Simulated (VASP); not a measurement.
# NaI (R-3m) in VASP: a series of runs, part 2 of 2

VASP 6.6.1. Earlier steps stand in the parts before.

### Step 3. Single point, r2SCAN

This run uses another cell than the first one, of the same volume but with other edges.

POSCAR reads:

```
NaI
1.0
   -1.0232470658      2.8139294310      2.8139294310
    2.8139294310     -1.0232470658      2.8139294310
    2.8139294310      2.8139294310     -1.0232470658
Na I
1 1
Direct
    0.0000000000      0.0000000000      0.0000000000
    0.5000000000      0.5000000000      0.5000000000
```

INCAR.step1 reads:

```
PREC = Accurate
ENCUT = 520
ISMEAR = 0
SIGMA = 0.05
LREAL = F
LASPH = T
NELM = 100
NBANDS = 14
GGA = PE
ALGO = Normal
EDIFF = 1E-4
LWAVE = T
LCHARG = F
```

INCAR.step2 reads:

```
PREC = Accurate
ENCUT = 520
EDIFF = 1E-6
ISMEAR = 0
SIGMA = 0.05
LREAL = F
LASPH = T
NELM = 100
ALGO = Normal
ISIF = 2
LWAVE = F
LCHARG = T
METAGGA = R2SCAN
LMIXTAU = T
LELF = T
LVHAR = T
NBANDS = 14
ISTART = 1
```

KPOINTS reads:

```
Automatic mesh
0
Gamma
  8 8 8
```

Potentials or basis: VASP PAW PBE potentials, release 64 (Na_pv, I).

On the command line:

```bash
> cat potpaw_PBE.64/Na_pv/POTCAR potpaw_PBE.64/I/POTCAR > POTCAR
> cp INCAR.step1 INCAR
> mpirun -np 1 vasp_std > vasp.out
> cp INCAR.step2 INCAR
> mpirun -np 1 vasp_std > vasp.out
```

OUTCAR:

```text
PREC = Accurate
   ENCUT = 520
   EDIFF = 1E-6
   ISMEAR = 0
   LREAL = F
   LASPH = T
   NELM = 100
   ISIF = 2
   METAGGA = R2SCAN
   ISTART = 1

 ion  position               nearest neighbor table
   1  0.000  0.000  0.000-
   2  0.500  0.500  0.500-

  LATTYP: Found a trigonal (rhomboedric) cell.
 ALAT       =     4.1089453930
 COS(alpha) =     0.1279069768

  Lattice vectors:

 A1 = (  -1.0232470658,   2.8139294310,   2.8139294310)
 A2 = (   2.8139294310,  -1.0232470658,   2.8139294310)
 A3 = (   2.8139294310,   2.8139294310,  -1.0232470658)

Analysis of symmetry for initial positions (statically):
=====================================================================
 Subroutine PRICEL returns:
 Original cell was already a primitive cell.

 Routine SETGRP: Setting up the symmetry group for a
 trigonal (rhombohedral) supercell.

 Subroutine GETGRP returns: Found 12 space group operations
 (whereof 12 operations were pure point group operations)
 out of a pool of 12 trial point group operations.

[... 173 lines left out ...]
      3     -23.0490      2.00000
      4     -10.6629      2.00000
      5       0.5870      2.00000
      6       0.5870      2.00000
      7       1.1244      2.00000
      8       4.5238      0.00000
      9       7.7131      0.00000
     10       7.7131      0.00000
     11      12.3307      0.00000
     12      12.7355      0.00000
     13      12.7355      0.00000
     14      13.5868      0.00000
[... 377 lines left out ...]
      1     -23.0701      2.00000
      2     -23.0518      2.00000
      3     -23.0490      2.00000
      4     -10.3357      2.00000
      5      -1.2395      2.00000
      6       0.5722      2.00000
      7       0.7751      2.00000
      8       6.7137      0.00000
      9       7.9206      0.00000
     10       8.6193      0.00000
     11       9.3219      0.00000
     12      11.1998      0.00000
     13      12.1270      0.00000
     14      14.2056      0.00000

 [... further k-points ...]

------------------------ aborting loop because EDIFF is reached ----------------------------------------

  FORCE on cell =-STRESS in cart. coord.  units (eV):
  Direction    XX          YY          ZZ          XY          YZ          ZX
  --------------------------------------------------------------------------------------
  -------------------------------------------------------------------------------------
  Total       -0.1776383     -0.1776383     -0.1776383      0.2828953      0.2828953      0.2828953
  in kB       -4.1978849     -4.1978849     -4.1978849      6.6852833      6.6852833      6.6852833
  external PRESSURE =      -4.1978849 kB  Pullay stress =       0.0000000 kB

 VOLUME and BASIS-vectors are now :
 -----------------------------------------------------------------------------
  energy-cutoff  :      520.00
  volume of cell :       67.80
      direct lattice vectors                 reciprocal lattice vectors
    -1.023247066  2.813929431  2.813929431    -0.101347668  0.159260621  0.159260621
     2.813929431 -1.023247066  2.813929431     0.159260621 -0.101347668  0.159260621
     2.813929431  2.813929431 -1.023247066     0.159260621  0.159260621 -0.101347668

 POSITION                                       TOTAL-FORCE (eV/Angst)
 -----------------------------------------------------------------------------------
      0.00000      0.00000      0.00000         0.000000      0.000000      0.000000
      2.30231      2.30231      2.30231        -0.000000     -0.000000     -0.000000
 -----------------------------------------------------------------------------------
    total drift:                               -0.000000     -0.000000      0.000000

  FREE ENERGIE OF THE ION-ELECTRON SYSTEM (eV)
  ---------------------------------------------------
  free  energy   TOTEN  =       -30.7753100770 eV

  energy  without entropy=      -30.7753100770  energy(sigma->0) =      -30.77531008
```

OUTCAR.step1:

```text
PREC = Accurate
   ENCUT = 520
   ISMEAR = 0
   LREAL = F
   LASPH = T
[... 629 lines left out ...]
 -----------------------------------------------------------------------------------
      0.00000      0.00000      0.00000         0.000000     -0.000000      0.000000
      2.30231      2.30231      2.30231        -0.000000      0.000000     -0.000000
 -----------------------------------------------------------------------------------
    total drift:                               -0.000000     -0.000000      0.000000

  FREE ENERGIE OF THE ION-ELECTRON SYSTEM (eV)
  ---------------------------------------------------
  free  energy   TOTEN  =        -5.1173037723 eV

  energy  without entropy=       -5.1173037723  energy(sigma->0) =       -5.11730377
```

OSZICAR.step1:

```text
N       E                     dE             d eps       ncg     rms          rms(c)
DAV:   1     0.828049641212E+02    0.82805E+02   -0.65784E+03  1820   0.898E+02
DAV:   2     0.147204616285E+01   -0.81333E+02   -0.74799E+02  1952   0.221E+02
DAV:   3    -0.507789839775E+01   -0.65499E+01   -0.65096E+01  2414   0.601E+01
DAV:   4    -0.523778250373E+01   -0.15988E+00   -0.15985E+00  2292   0.979E+00
DAV:   5    -0.524139868640E+01   -0.36162E-02   -0.36161E-02  2474   0.137E+00    0.183E+00
DAV:   6    -0.514086266596E+01    0.10054E+00   -0.94408E-02  2202   0.179E+00    0.122E+00
DAV:   7    -0.511628748384E+01    0.24575E-01   -0.90353E-02  2274   0.155E+00    0.637E-01
DAV:   8    -0.511737638615E+01   -0.10889E-02   -0.66963E-03  1988   0.648E-01    0.131E-01
DAV:   9    -0.511730377227E+01    0.72614E-04   -0.19767E-04  2336   0.131E-01
   1 F= -.51173038E+01 E0= -.51173038E+01  d E =-.252442E-13
```

Run time: 47 s. Hardware: 1 thread of Intel Xeon 6975P-C (Granite Rapids), shared host; peak memory 0.22 GiB.

Results:

| Quantity | Value |
| --- | --- |
| Free energy | -30.7753 eV |
| Pressure | -0.4 GPa |
| Band gap on the k mesh | 3.28 eV (least direct gap 3.40 eV) |

Stress tensor (GPa, compression positive):
```
-0.42  0.67  0.67
 0.67 -0.42  0.67
 0.67  0.67 -0.42
```

Caveat: the PAW data sets were made with another functional, which shifts forces and pressure a little; spin-orbit coupling is left out, which moves the levels of the heavy elements. A k mesh can miss the band edges.

### Step 4. Single point, r2SCAN

This run uses another cell than the first one, of the same volume but with other edges.

POSCAR reads:

```
NaI
1.0
   -0.7013737081      2.9264213339      2.9264213339
    2.9264213339     -0.7013737081      2.9264213339
    2.9264213339      2.9264213339     -0.7013737081
Na I
1 1
Direct
    0.0000000000      0.0000000000      0.0000000000
    0.5000000000      0.5000000000      0.5000000000
```

INCAR.step1 reads:

```
SYSTEM = NaI
  PREC = Accurate
  ENCUT = 520
  ISMEAR = 0
  SIGMA = 0.05
  LREAL = .False.
  LASPH = .True.
  NELM = 100
  NBANDS = 14
  GGA = PE
  ALGO = Normal
  EDIFF = 1E-4
  LWAVE = .True.
  LCHARG = .False.
```

INCAR.step2 reads:

```
SYSTEM = NaI
  PREC = Accurate
  ENCUT = 520
  EDIFF = 1E-7
  ISMEAR = 0
  SIGMA = 0.05
  LREAL = .False.
  LASPH = .True.
  NELM = 100
  ALGO = Normal
  ISIF = 2
  LWAVE = .False.
  LCHARG = .True.
  METAGGA = R2SCAN
  LMIXTAU = .True.
  LELF = .True.
  LVHAR = .True.
  NBANDS = 14
  ISTART = 1
```

KPOINTS reads:

```
regular mesh
0
Gamma
  8 8 8
  0 0 0
```

On the command line:

```bash
> cat potpaw_PBE.64/Na_pv/POTCAR potpaw_PBE.64/I/POTCAR > POTCAR
> cp INCAR.step1 INCAR
> mpirun -np 1 vasp_std > vasp.out
> cp INCAR.step2 INCAR
> mpirun -np 1 vasp_std > vasp.out
```

Wall time 54 s (1 thread of Intel Xeon 6975P-C (Granite Rapids), shared host); peak memory 0.22 GiB.

It converged, with:

```
Free energy            : -30.8987 eV
Pressure               : -0.3 GPa
Band gap on the k mesh : 3.48 eV
```

Stress tensor (GPa, compression positive):
```
-0.26  0.98  0.98
 0.98 -0.26  0.98
 0.98  0.98 -0.26
```

Levels at points of the mesh, in eV from the valence-band top:
| k point | band 3 | band 4 | band 5 | band 6 | band 7 | band 8 | band 9 | band 10 | band 11 | band 12 |
| --- | --- | --- | --- | --- | --- | --- | --- | --- | --- | --- |
| (0.00, 0.00, 0.00) | -24.10 | -11.92 | -0.76 | -0.76 | 0.00 | 3.48 | 6.79 | 6.79 | 10.52 | 10.52 |
| (0.50, 0.00, 0.00) | -24.09 | -11.61 | -2.91 | -0.69 | -0.20 | 5.30 | 7.25 | 7.97 | 10.00 | 10.03 |
| (0.50, 0.50, 0.00) | -24.10 | -11.40 | -2.52 | -1.96 | -0.42 | 4.04 | 6.43 | 8.97 | 10.44 | 10.45 |
| (0.50, 0.50, 0.50) | -24.10 | -11.23 | -2.39 | -1.54 | -1.54 | 4.40 | 5.96 | 5.96 | 8.48 | 11.87 |

Caveat: the PAW data sets were made with another functional, which shifts forces and pressure a little; spin-orbit coupling is left out, which moves the levels of the heavy elements.

### Step 5. The runs side by side

| cell | gap on the mesh (eV) | pressure (GPa) |
| --- | --- | --- |
| a = 4.362 Å, angles 67.3°, 2 atoms | 3.91 | -0.1 |
| a = 4.109 Å, angles 82.7°, 2 atoms | 3.28 | -0.4 |
| a = 4.198 Å, angles 75.3°, 2 atoms | 3.48 | -0.3 |

Alike in all rows: task single point; level r2SCAN; potentials or basis VASP PAW PBE potentials, release 64 (Na_pv, I); no spin polarisation; k mesh 8 × 8 × 8; cutoff (eV) 520; smearing gaussian 0.05 eV.

Caveats: the PAW data sets were made with another functional, which shifts forces and pressure a little; spin-orbit coupling is left out, which moves the levels of the heavy elements.

Absolute energies hang on the potentials; compare differences alone.
